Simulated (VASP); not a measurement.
# SnO2 in VASP: notebook

Runs on SnO2. Level: PBE. Tasks: single point.

All numbers are computed with VASP 6.6.1; they aren't measurements. Logs are shortened: lines on timing, memory, paths and dates and some standing lists are left out, and cuts for length are marked.

## (1) The cell of the first run

The typed cell holds 6 atoms: a = 4.706 Å, b = 4.706 Å, c = 3.408 Å, α = 90.00°, β = 90.00°, γ = 90.00°.

## (2) Single point, PBE

INCAR reads:

```
SYSTEM = SnO2
ALGO = Normal
EDIFF = 1E-6
ENCUT = 520
GGA = PE
ISIF = 2
ISMEAR = 0
LASPH = .True.
LCHARG = .False.
LREAL = .False.
LWAVE = .False.
NBANDS = 35
NELM = 60
PREC = Accurate
SIGMA = 0.05
```

KPOINTS reads:

```
k-points
0
Gamma
  6 6 8
  0 0 0
```

POSCAR reads:

```
SnO2
1.0
    4.7055908175      0.0000000000      0.0000000000
    0.0000000000      4.7056041355      0.0000000000
    0.0000000000      0.0000000000      3.4082594291
Sn O
2 4
Direct
    0.5000000000      0.5000000000      0.5000000000
    0.0000000000      0.0000000000      0.0000000000
    0.3212190046      0.3212768970      0.0000000000
    0.8212190046      0.1787231030      0.5000000000
    0.1787809954      0.8212768970      0.5000000000
    0.6787809954      0.6787231030      0.0000000000
```

Potentials or basis: VASP PAW PBE potentials, release 64 (Sn_d, O).

Launch:

```sh
> cat potpaw_PBE.64/Sn_d/POTCAR potpaw_PBE.64/O/POTCAR > POTCAR
> mpirun -np 1 vasp_std > vasp.out
```

OUTCAR:

```text
SYSTEM = SnO2
   EDIFF = 1E-6
   ENCUT = 520
   GGA = PE
   ISIF = 2
   ISMEAR = 0
   LASPH = .True.
   LREAL = .False.
   NELM = 60
   PREC = Accurate

 ion  position               nearest neighbor table
   1  0.500  0.500  0.500-   3 2.08   6 2.08   3 2.08   6 2.08   5 2.14   4 2.14   2 3.74   2 3.74
                             2 3.74   2 3.74   2 3.74   2 3.74   2 3.74   2 3.74
   2  0.000  0.000  0.000-   4 2.08   5 2.08   4 2.08   5 2.08   3 2.14   6 2.14   1 3.74   1 3.74
                             1 3.74   1 3.74   1 3.74   1 3.74   1 3.74   1 3.74
   3  0.321  0.321  0.000-   1 2.08   1 2.08   2 2.14
   4  0.821  0.179  0.500-   2 2.08   2 2.08   1 2.14
   5  0.179  0.821  0.500-   2 2.08   2 2.08   1 2.14
   6  0.679  0.679  0.000-   1 2.08   1 2.08   2 2.14

  LATTYP: Found a simple tetragonal cell.
 ALAT       =     4.7055908175
 C/A-ratio  =     0.7243000000

  Lattice vectors:

 A1 = (   4.7055908175,   0.0000000000,   0.0000000000)
 A2 = (   0.0000000000,   4.7056041355,   0.0000000000)
 A3 = (   0.0000000000,   0.0000000000,   3.4082594291)

Analysis of symmetry for initial positions (statically):
=====================================================================
 Subroutine PRICEL returns:
 Original cell was already a primitive cell.

 Routine SETGRP: Setting up the symmetry group for a
 simple tetragonal supercell.

 Subroutine GETGRP returns: Found  8 space group operations
 (whereof  4 operations were pure point group operations)
 out of a pool of 16 trial point group operations.

The static configuration has the point symmetry C_2h.
 The point group associated with its full space group is D_2h.

Analysis of symmetry for dynamics (positions and initial velocities):
=====================================================================
 Subroutine PRICEL returns:
 Original cell was already a primitive cell.

 Routine SETGRP: Setting up the symmetry group for a
 simple tetragonal supercell.

 Subroutine GETGRP returns: Found  8 space group operations
 (whereof  4 operations were pure point group operations)
 out of a pool of 16 trial point group operations.

The dynamic configuration has the point symmetry C_2h.
 The point group associated with its full space group is D_2h.

 Subroutine INISYM returns: Found  8 space group operations
 (whereof  4 operations are pure point group operations),
 and found     1 'primitive' translations

----------------------------------------------------------------------------------------

                                     Primitive cell

  volume of cell :      75.4679

  direct lattice vectors                    reciprocal lattice vectors
     4.705590818  0.000000000  0.000000000     0.212513165  0.000000000  0.000000000
     0.000000000  4.705604135  0.000000000     0.000000000  0.212512564  0.000000000
     0.000000000  0.000000000  3.408259429     0.000000000  0.000000000  0.293404895

  length of vectors
     4.705590818  4.705604135  3.408259429     0.212513165  0.212512564  0.293404895

  position of ions in fractional coordinates (direct lattice)
     0.500000000  0.500000000  0.500000000
     0.000000000  0.000000000  0.000000000
     0.321219005  0.321276897  0.000000000
     0.821219005  0.178723103  0.500000000
     0.178780995  0.821276897  0.500000000
     0.678780995  0.678723103  0.000000000

  ion indices of the primitive-cell ions
   primitive index   ion index
                 1           1
                 2           2
                 3           3
                 4           4
                 5           5
                 6           6

----------------------------------------------------------------------------------------

 KPOINTS: k-points

Automatic generation of k-mesh.
 Grid dimensions read from file:
 generate k-points for:    6    6    8

 Generating k-lattice:

  Cartesian coordinates                     Fractional coordinates (reciprocal lattice)
     0.035418861  0.000000000  0.000000000     0.166666667  0.000000000  0.000000000
     0.000000000  0.035418761  0.000000000     0.000000000  0.166666667  0.000000000
     0.000000000  0.000000000  0.036675612     0.000000000  0.000000000  0.125000000

  Length of vectors
     0.035418861  0.035418761  0.036675612

  Shift w.r.t. Gamma in fractional coordinates (k-lattice)
     0.000000000  0.000000000  0.000000000

 Subroutine IBZKPT returns following result:
 ===========================================

 Found     80 irreducible k-points:

 Following reciprocal coordinates:
            Coordinates               Weight
  0.000000  0.000000  0.000000      1.000000
  0.166667  0.000000  0.000000      2.000000
  0.000000  0.166667  0.000000      2.000000
  0.333333  0.000000  0.000000      2.000000
  0.000000  0.333333  0.000000      2.000000
  0.500000  0.000000  0.000000      1.000000
[... 16 lines left out ...]
  0.000000  0.500000  0.125000      2.000000
  0.166667  0.166667  0.125000      8.000000
 [... further k-points ...]
   k-points           NKPTS =     80   k-points in BZ     NKDIM =     80   number of bands    NBANDS=     35
   number of dos      NEDOS =    301   number of ions     NIONS =      6
   total plane-waves  NPLWV =  36288
   dimension x,y,z NGX =    36 NGY =   36 NGZ =   28
   dimension x,y,z NGXF=    72 NGYF=   72 NGZF=   56
   ions per type =               2   4
   NGX,Y,Z   is equivalent  to a cutoff of  12.72, 12.72, 13.66 a.u.
   NGXF,Y,Z  is equivalent  to a cutoff of  25.44, 25.44, 27.32 a.u.
 SYSTEM =  SnO2
   PREC   = accura    normal or accurate (medium, high low for compatibility)
   ISTART =      0    job   : 0-new  1-cont  2-samecut
   ICHARG =      2    charge: 1-file 2-atom 10-const
   ISPIN  =      1    spin polarized calculation?
   LNONCOLLINEAR =      F non collinear calculations
   LSORBIT =      F    spin-orbit coupling
   LASPH  =      T    aspherical Exc in radial PAW
   ENCUT  =  520.0 eV  38.22 Ry    6.18 a.u.   8.75  8.75  6.34*2*pi/ulx,y,z
   NELM   =     60;   NELMIN=  2; NELMDL= -5     # of ELM steps
   EDIFF  = 0.1E-05   stopping-criterion for ELM
   LREAL  =      F    real-space projection
   EDIFFG = 0.1E-04   stopping-criterion for IOM
   NSW    =      0    number of steps for IOM
   IBRION =     -1    ionic relax: 0-MD 1-quasi-New 2-CG
   NFREE  =      0    steps in history (QN), initial steepest desc. (CG)
   ISIF   =      2    stress and relaxation
   ISYM   =      2    0-nonsym 1-usesym 2-fastsym
   POTIM  = 0.5000    time-step for ionic-motion
   TEBEG  =    0.0;   TEEND  =   0.0 temperature during run
   PSTRESS=    0.0 pullay stress
   NELECT =      52.0000    total number of electrons
   NUPDOWN=      -1.0000    fix difference up-down
   EMIN   =  10.00;   EMAX   =-10.00  energy-range for DOS
   EFERMI =   0.00;   METHOD = LEGACY
   ISMEAR =     0;   SIGMA  =   0.05  broadening in eV -4-tet -1-fermi 0-gaus
   EFERMI_NEDOS =   21; number of points for ismear=-14 and -15
   IALGO  =     38    algorithm
   IMIX   =      4    mixing-type and parameters
     AMIX     =   0.40;   BMIX     =  1.00
     AMIX_MAG =   1.60;   BMIX_MAG =  1.00
  volume/ion in A,a.u.               =      12.58        84.88
  Fermi-wavevector in a.u.,A,eV,Ry     =   1.445956  2.732461 28.446926  2.090790
  Thomas-Fermi vector in A             =   2.564080
   LORBIT       =      0    0 simple, 1 ext, 2 COOP (PROOUT), +10 PAW based schemes
   GGA     = PE    functional components
   LHFCALC =     F    Hartree Fock is set to
   AEXX    =    0.0000 exact exchange contribution
   IVDW    =     0    specifies the selected vdW correction
   LEPSILON=     F    determine dielectric tensor
   LRPA    =     F    only Hartree local field effects (RPA)
 non-spin polarized calculation
 Gauss-broadening in eV      SIGMA  =   0.05
  energy-cutoff  :      520.00
  volume of cell :       75.47
 maximum number of plane-waves:      2056
   NGX = 17   NGY = 17   NGZ = 13

 number of electron      51.9999980 magnetization

 Free energy of the ion-electron system (eV)
  ---------------------------------------------------
  ext. energy  EPLUGINS =         0.00000000
  ---------------------------------------------------
  free energy    TOTEN  =       -36.77907807 eV

  energy without entropy =      -36.77907807  energy(sigma->0) =      -36.77907807

 E-fermi :   5.8095     XC(G=0): -10.9971

 val. band max:        5.5490407371   @ k =   0.0000   0.0000   0.0000
 cond. band min:       6.0362084615   @ k =   0.0000   0.0000   0.0000
 fundamental gap:      0.4871677243
 Fermi energy:         5.8094774951

 k-point     1 :       0.0000    0.0000    0.0000
  band No.  band energies     occupation
      1     -15.4167      2.00000
      2     -14.8277      2.00000
      3     -14.6158      2.00000
      4     -14.6025      2.00000
      5     -14.6025      2.00000
      6     -14.5221      2.00000
[... 27 lines left out ...]
     34      16.8561      0.00000
     35      17.4955      0.00000

 k-point     2 :       0.1667    0.0000    0.0000
  band No.  band energies     occupation
      1     -15.3799      2.00000
      2     -14.8541      2.00000
      3     -14.6170      2.00000
      4     -14.6012      2.00000
      5     -14.6011      2.00000
      6     -14.5570      2.00000
[... 27 lines left out ...]
     34      17.3581      0.00000
     35      17.4815      0.00000

 k-point     3 :       0.0000    0.1667    0.0000
  band No.  band energies     occupation
      1     -15.3799      2.00000
      2     -14.8541      2.00000
      3     -14.6170      2.00000
      4     -14.6012      2.00000
      5     -14.6011      2.00000
      6     -14.5570      2.00000
[... 27 lines left out ...]
     34      17.3576      0.00000
     35      17.4816      0.00000
[... 723 lines left out ...]
 k-point    23 :       0.0000    0.5000    0.1250
  band No.  band energies     occupation
      1     -15.0748      2.00000
      2     -15.0748      2.00000
      3     -14.7127      2.00000
      4     -14.7127      2.00000
      5     -14.5649      2.00000
      6     -14.5649      2.00000
[... 27 lines left out ...]
     34      17.6069      0.00000
     35      17.9457      0.00000

 k-point    24 :       0.1667    0.1667    0.1250
  band No.  band energies     occupation
      1     -15.2887      2.00000
      2     -14.8329      2.00000
      3     -14.7125      2.00000
      4     -14.7018      2.00000
      5     -14.5897      2.00000
      6     -14.5442      2.00000
[... 27 lines left out ...]
     34      17.4813      0.00000
     35      17.9294      0.00000

 [... further k-points ...]

------------------------ aborting loop because EDIFF is reached ----------------------------------------

  FORCE on cell =-STRESS in cart. coord.  units (eV):
  Direction    XX          YY          ZZ          XY          YZ          ZX
  --------------------------------------------------------------------------------------
  -------------------------------------------------------------------------------------
  Total        2.1269541      2.1240466     -2.7716176     -0.0000000      0.0000000      0.0000000
  in kB       45.1550681     45.0933436    -58.8412242     -0.0000000      0.0000000      0.0000000
  external PRESSURE =      10.4690625 kB  Pullay stress =       0.0000000 kB

 VOLUME and BASIS-vectors are now :
 -----------------------------------------------------------------------------
  energy-cutoff  :      520.00
  volume of cell :       75.47
      direct lattice vectors                 reciprocal lattice vectors
     4.705590818  0.000000000  0.000000000     0.212513165  0.000000000  0.000000000
     0.000000000  4.705604135  0.000000000     0.000000000  0.212512564  0.000000000
     0.000000000  0.000000000  3.408259429     0.000000000  0.000000000  0.293404895

 POSITION                                       TOTAL-FORCE (eV/Angst)
 -----------------------------------------------------------------------------------
      2.35280      2.35280      1.70413         0.000000      0.000000      0.000000
      0.00000      0.00000      0.00000         0.000000      0.000000      0.000000
      1.51153      1.51180      0.00000        -1.482217     -1.482209      0.000000
      3.86432      0.84100      1.70413        -1.482217      1.482209      0.000000
      0.84127      3.86460      1.70413         1.482217     -1.482209     -0.000000
      3.19407      3.19380      0.00000         1.482217      1.482209     -0.000000
 -----------------------------------------------------------------------------------
    total drift:                                0.000000      0.000000      0.000000

  FREE ENERGIE OF THE ION-ELECTRON SYSTEM (eV)
  ---------------------------------------------------
  free  energy   TOTEN  =       -36.7790780689 eV

  energy  without entropy=      -36.7790780689  energy(sigma->0) =      -36.77907807
```

Wall time 66 s (1 thread of Intel Xeon 6975P-C (Granite Rapids), shared host); peak memory 0.29 GiB.

What came out:

| Item | Value |
| --- | --- |
| Free energy | -36.7791 eV |
| Pressure | 1.0 GPa |
| Largest force | 2.096 eV/Å |
| Band gap on the k mesh | 0.49 eV |

Forces in eV/Å, atoms in the order of the input:
```
Sn   0.000  0.000  0.000
Sn   0.000  0.000  0.000
O   -1.482 -1.482  0.000
O   -1.482  1.482  0.000
O    1.482 -1.482  0.000
O    1.482  1.482  0.000
```

Stress tensor (GPa, compression positive):
```
 4.52  0.00  0.00
 0.00  4.51  0.00
 0.00  0.00 -5.88
```

Caveat: spin-orbit coupling is left out, which moves the levels of the heavy elements; forces of over 1 eV/Å act on the atoms, so gaps and moduli don't describe the material at rest.

(Part 1 of 3 ends here.)
